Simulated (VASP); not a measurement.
Ir2Ru3:

```xyz
10
Lattice="2.7102 0.0000 0.0000 -1.3551 2.3471 0.0000 0.0000 0.0000 21.5511" Properties=species:S:1:pos:R:3 pbc="T T T"
Ru    0.0000    1.5647   20.4735
Ru    0.0000    1.5647   11.8531
Ru    0.0000    1.5647   16.1633
Ru    1.3551    0.7824    1.0776
Ru    1.3551    0.7824    5.3878
Ru    1.3551    0.7824    9.6980
Ir    0.0000    1.5647    3.2327
Ir    0.0000    1.5647    7.5429
Ir    1.3551    0.7824   14.0082
Ir    1.3551    0.7824   18.3184
```

| Item | Value |
| --- | --- |
| Program | VASP 6.6.1 |
| Task | relaxation of cell and atoms |
| Functional | PBE |
| Potentials or basis | VASP PAW PBE potentials, release 64 (Ru_pv, Ir) |
| Cutoff | 600 eV |
| k mesh | 6 × 6 × 1 |
| Occupations | gaussian, width 0.1 eV |
| Spin | no spin polarisation |

At the start: pressure 10.4 GPa; volume 13.71 Å³/atom.

How do energy, volume and symmetry change on relaxing?

Over 11 steps the energy falls by 27.7 meV/atom and the volume is 14.12 Å³/atom (+3.0 %); space group P6_3/mmc (No. 194, to 0.1 Å) before and after.

Step by step:
| step | energy change (eV) | largest force (eV/Å) | pressure (GPa) | volume (Å³) |
| --- | --- | --- | --- | --- |
| 1 | 0.0000 | 0.8703 | 10.37 | 137.09 |
| 2 | 0.9350 | 0.0887 | -24.13 | 155.38 |
| 3 | -0.2118 | 0.6003 | -2.56 | 142.29 |
| 4 | -0.2122 | 0.6096 | -2.13 | 142.09 |
| 5 | -0.2426 | 0.1311 | 1.36 | 140.78 |
| 6 | -0.2661 | 0.2642 | -0.14 | 141.29 |
| 7 | -0.2757 | 0.0777 | 0.58 | 140.96 |
| 8 | -0.2758 | 0.0752 | 0.55 | 140.99 |
| 9 | -0.2748 | 0.0301 | -1.14 | 141.70 |
| 10 | -0.2764 | 0.0578 | -0.12 | 141.26 |
| 11 | -0.2768 | 0.0212 | -0.04 | 141.22 |

Final structure:
```
Ru Ir
1.0
     2.75767    0.00000    0.00000
    -1.37884    2.38822    0.00000
     0.00000    0.00000   21.44325
Ru Ir
6 4
Direct
  0.33333 0.66667 0.95203
  0.33333 0.66667 0.54797
  0.33333 0.66667 0.75000
  0.66667 0.33333 0.04797
  0.66667 0.33333 0.25000
  0.66667 0.33333 0.45203
  0.33333 0.66667 0.14993
  0.33333 0.66667 0.35007
  0.66667 0.33333 0.64993
  0.66667 0.33333 0.85007
```

Caveat: the k points lie up to 0.44 Å⁻¹ apart in the final cell, too coarse for converged energies and pressures of a metal.
